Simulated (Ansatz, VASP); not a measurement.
**ZnS in VASP and in Ansatz**

Contents of INCAR:

```
SYSTEM = ZnS
PREC     = Accurate       ! precision mode
ENCUT    = 520            ! plane-wave cutoff, eV
EDIFF    = 1E-7           ! SCF threshold, eV
ISMEAR   = -1             ! smearing method
SIGMA    = 0.01           ! smearing width, eV
LREAL    = .FALSE.        ! projectors in reciprocal space
LASPH    = .TRUE.         ! aspherical terms in the spheres
NELM     = 60             ! most SCF steps
ALGO     = Normal         ! electronic algorithm
ISIF     = 2              ! what is computed and relaxed
LWAVE    = .FALSE.        ! write WAVECAR
LCHARG   = .FALSE.        ! write CHGCAR
GGA      = PE             ! functional
NBANDS   = 16             ! bands
```

KPOINTS

```
Automatic mesh
0
G
  8 8 8
  0 0 0
```

POSCAR

```
ZnS
1.0
    0.0270465000      2.7181732500      2.7181732500
    2.7181732500      0.0270465000      2.7181732500
    2.7181732500      2.7181732500      0.0270465000
Zn S
1 1
Direct
    0.0000000000      0.0000000000      0.0000000000
    0.7500000000      0.7500000000      0.7500000000
```

Input for Ansatz:

```yaml
crystal:
  lattice:
    - [0.0270465, 2.71817325, 2.71817325]
    - [2.71817325, 0.0270465, 2.71817325]
    - [2.71817325, 2.71817325, 0.0270465]
  atoms:
    - { symbol: Zn, position: [0.0, 0.0, 0.0] }
    - { symbol: S, position: [0.75, 0.75, 0.75] }
kpoints:
  mp_grid: { grid: [8, 8, 8] }
  band_path:
    path:
      - [0.0, 0.0, 0.0]
      - [-0.5, -0.5, -0.5]
      - [-0.5, -0.247543133, -0.752456867]
      - [-0.247543133, 0.247543133, -0.5]
      - [0.0, 0.0, -0.5]
      - [0.0, 0.0, 0.0]
      - [0.0, 0.3737715665, -0.3737715665]
      - [-0.3737715665, 0.0, -0.6262284335]
      - [-0.5, 0.0, -0.5]
    npoints: 5
scf:
  occupations: { method: fermi_dirac, width: 0.01 }
hamiltonian:
  xc: pbe
  pseudopotentials: { kind: all_electron, lapw: { basis_error: 0.00025 } }
output:
  forces: true
  stress: true
  eigenvalues: true
```

Change from the starting cell: equal xy, yz and zx shear strains of +1 %.

Alike in both runs: task single point; functional PBE; k mesh 8 × 8 × 8; occupations fermi-dirac, width 0.01 eV; no spin polarisation.

|  | VASP | Ansatz |
| --- | --- | --- |
| version | VASP 6.6.1 | Ansatz 0.2.0 |
| potentials or method | VASP PAW PBE potentials, release 64 (Zn, S), cutoff 520 eV | all-electron LAPW, scalar-relativistic |

Ansatz gave:

```
gap on the k mesh at the Fermi level (eV)                     : 2.08
pressure (GPa)                                                : 1.4
traceless stress, the component that is largest in VASP (GPa) : -0.67
rms of the force components (eV/Å)                            : 0.052
```

Problem. Estimate VASP's values.

Solution. gap on the k mesh at the Fermi level (eV): 2.08; pressure (GPa): 1.6; traceless stress, the component that is largest in VASP (GPa): -0.67; rms of the force components (eV/Å): 0.053.

Atom by atom the forces differ by 0.001 eV/Å (rms over components). Ansatz ran all-electron here, and VASP with PAW potentials.
